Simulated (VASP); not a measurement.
# SiC (P6_3mc) in VASP: further runs, part 2 of 2

VASP 6.6.1.

## 5. Single point, PBE

This run uses another cell than the first one: it holds 16 atoms, not 4.

INCAR

```
SYSTEM = SiC
ALGO     = Normal         ! electronic algorithm
EDIFF    = 1E-7           ! SCF threshold, eV
ENCUT    = 520            ! plane-wave cutoff, eV
GGA      = PE             ! functional
ISIF     = 2              ! what is computed and relaxed
ISMEAR   = 0              ! smearing method
LASPH    = .True.         ! aspherical terms in the spheres
LCHARG   = .True.         ! write CHGCAR
LELF     = .True.         ! ELF
LREAL    = Auto         
LVHAR    = .True.       
LWAVE    = .False.        ! write WAVECAR
NBANDS   = 46             ! bands
NELM     = 60             ! most SCF steps
PREC     = Accurate       ! precision mode
SIGMA    = 0.01           ! smearing width, eV
```

KPOINTS

```
k-points
0
Gamma
  4 4 4
  0 0 0
```

POSCAR

```
SiC
1.0
    0.0000000000      0.0000000000     -5.0742922873
    3.0919365181     -5.3553911431      0.0000000000
   -6.1838730361      0.0000000000      0.0000000000
Si C
8 8
Direct
    0.5004182929      0.1666666667      0.3333333333
    0.5004182929      0.6666666667      0.3333333333
    0.5004182929      0.1666666667      0.8333333333
    0.5004182929      0.6666666667      0.8333333333
    0.0004182929      0.3333333333      0.1666666667
    0.0004182929      0.8333333333      0.1666666667
    0.0004182929      0.3333333333      0.6666666667
    0.0004182929      0.8333333333      0.6666666667
    0.1245817071      0.1666666667      0.3333333333
    0.1245817071      0.6666666667      0.3333333333
    0.1245817071      0.1666666667      0.8333333333
    0.1245817071      0.6666666667      0.8333333333
    0.6245817071      0.3333333333      0.1666666667
    0.6245817071      0.8333333333      0.1666666667
    0.6245817071      0.3333333333      0.6666666667
    0.6245817071      0.8333333333      0.6666666667
```

Potentials or basis: VASP PAW PBE potentials, release 64 (Si, C).

Launch:

```
> cat potpaw_PBE.64/Si/POTCAR potpaw_PBE.64/C/POTCAR > POTCAR
> mpirun -np 1 vasp_std > vasp.out
```

OUTCAR:

```text
SYSTEM = SiC
   EDIFF = 1E-7
   ENCUT = 520
   GGA = PE
   ISIF = 2
   ISMEAR = 0
   LASPH = .True.
   LREAL = Auto
   NELM = 60
   PREC = Accurate

 ion  position               nearest neighbor table
   1  0.500  0.167  0.333-  13 1.89  15 1.89  14 1.89   9 1.91   3 3.09   3 3.09   4 3.09   4 3.09
                             2 3.09   2 3.09   5 3.10   5 3.10   7 3.10   7 3.10   6 3.10   6 3.10
   2  0.500  0.667  0.333-  14 1.89  16 1.89  13 1.89  10 1.91   4 3.09   4 3.09   3 3.09   3 3.09
                             1 3.09   1 3.09   6 3.10   6 3.10   8 3.10   8 3.10   5 3.10   5 3.10
   3  0.500  0.167  0.833-  15 1.89  13 1.89  16 1.89  11 1.91   1 3.09   1 3.09   2 3.09   2 3.09
                             4 3.09   4 3.09   7 3.10   7 3.10   5 3.10   5 3.10   8 3.10   8 3.10
   4  0.500  0.667  0.833-  16 1.89  14 1.89  15 1.89  12 1.91   2 3.09   2 3.09   1 3.09   1 3.09
                             3 3.09   3 3.09   8 3.10   8 3.10   6 3.10   6 3.10   7 3.10   7 3.10
   5  0.000  0.333  0.167-   9 1.89  11 1.89  10 1.89  13 1.91   7 3.09   7 3.09   8 3.09   8 3.09
                             6 3.09   6 3.09   1 3.10   1 3.10   3 3.10   3 3.10   2 3.10   2 3.10
   6  0.000  0.833  0.167-  10 1.89  12 1.89   9 1.89  14 1.91   8 3.09   8 3.09   7 3.09   7 3.09
                             5 3.09   5 3.09   2 3.10   2 3.10   4 3.10   4 3.10   1 3.10   1 3.10
[... 783 lines left out ...]
 [bands above 44 left out]

------------------------ aborting loop because EDIFF is reached ----------------------------------------

  FORCE on cell =-STRESS in cart. coord.  units (eV):
  Direction    XX          YY          ZZ          XY          YZ          ZX
  --------------------------------------------------------------------------------------
  -------------------------------------------------------------------------------------
  Total       -0.0249707     -0.0249707     -0.0727912      0.0000000      0.0000000      0.0000000
  in kB       -0.2380750     -0.2380750     -0.6940048      0.0000000      0.0000000      0.0000000
  external PRESSURE =      -0.3900516 kB  Pullay stress =       0.0000000 kB

 VOLUME and BASIS-vectors are now :
 -----------------------------------------------------------------------------
  energy-cutoff  :      520.00
  volume of cell :      168.05
      direct lattice vectors                 reciprocal lattice vectors
     0.000000000  0.000000000 -5.074292287     0.000000000  0.000000000 -0.197071817
     3.091936518 -5.355391143  0.000000000     0.000000000 -0.186727724  0.000000000
    -6.183873036  0.000000000  0.000000000    -0.161710953 -0.093363862  0.000000000

 POSITION                                       TOTAL-FORCE (eV/Angst)
 -----------------------------------------------------------------------------------
     -1.54597     -0.89257     -2.53927         0.000000      0.000000      0.000428
      0.00000     -3.57026     -2.53927         0.000000     -0.000000      0.000428
     -4.63790     -0.89257     -2.53927         0.000000      0.000000      0.000428
     -3.09194     -3.57026     -2.53927         0.000000      0.000000      0.000428
     -0.00000     -1.78513     -0.00212        -0.000000      0.000000      0.000428
      1.54597     -4.46283     -0.00212         0.000000      0.000000      0.000428
[... 8 lines left out ...]
     -3.09194     -1.78513     -3.16931         0.000000      0.000000     -0.000428
     -1.54597     -4.46283     -3.16931         0.000000      0.000000     -0.000428
 -----------------------------------------------------------------------------------
    total drift:                               -0.000001      0.000000     -0.023370

  FREE ENERGIE OF THE ION-ELECTRON SYSTEM (eV)
  ---------------------------------------------------
  free  energy   TOTEN  =      -120.4472327449 eV

  energy  without entropy=     -120.4472327449  energy(sigma->0) =     -120.44723274
```

stdout:

```text
POSCAR found type information on POSCAR SiC
 POSCAR found :  2 types and      16 ions
 scaLAPACK will be used
 LDA part: xc-table for (Slater+PW92), standard interpolation
 POSCAR, INCAR and KPOINTS ok, starting setup
 FFT: planning ... GRIDC
 FFT: planning ... GRID_SOFT
 FFT: planning ... GRID
 WAVECAR not read
 entering main loop
```

Run time: 2.1 min. Hardware: 1 thread of Intel Xeon Platinum 8259CL at 2.50GHz (Skylake/Cascade Lake), shared host; peak memory 0.3 GiB.

What came out:

```
Free energy            : -120.4472 eV
Pressure               : 0.0 GPa
Band gap on the k mesh : 2.55 eV
```

## 6. Summary

```csv
cell,k mesh,smearing,gap on the mesh (eV),pressure (GPa)
"a = 3.092, b = 3.092, c = 5.074 Å, angles 90.0, 90.0, 120.0°, 4 atoms",12 × 12 × 6,gaussian 0.02 eV,2.30,0.0
"a = 3.092, b = 3.092, c = 5.074 Å, angles 90.0, 90.0, 120.0°, 4 atoms",12 × 12 × 6,gaussian 0.01 eV,2.30,0.0
"a = 7.999 Å, angles 84.1°, 48 atoms",1 × 1 × 1,gaussian 0.01 eV,2.77,-1.4
"a = 5.074, b = 6.184, c = 6.184 Å, angles 120.0, 90.0, 90.0°, 16 atoms",4 × 4 × 4,gaussian 0.01 eV,2.55,0.0
```

Alike in all rows: task single point; level PBE; potentials or basis VASP PAW PBE potentials, release 64 (Si, C); no spin polarisation; cutoff (eV) 520.

Caveats: some runs use coarse meshes.

Absolute energies hang on the potentials; compare differences alone.
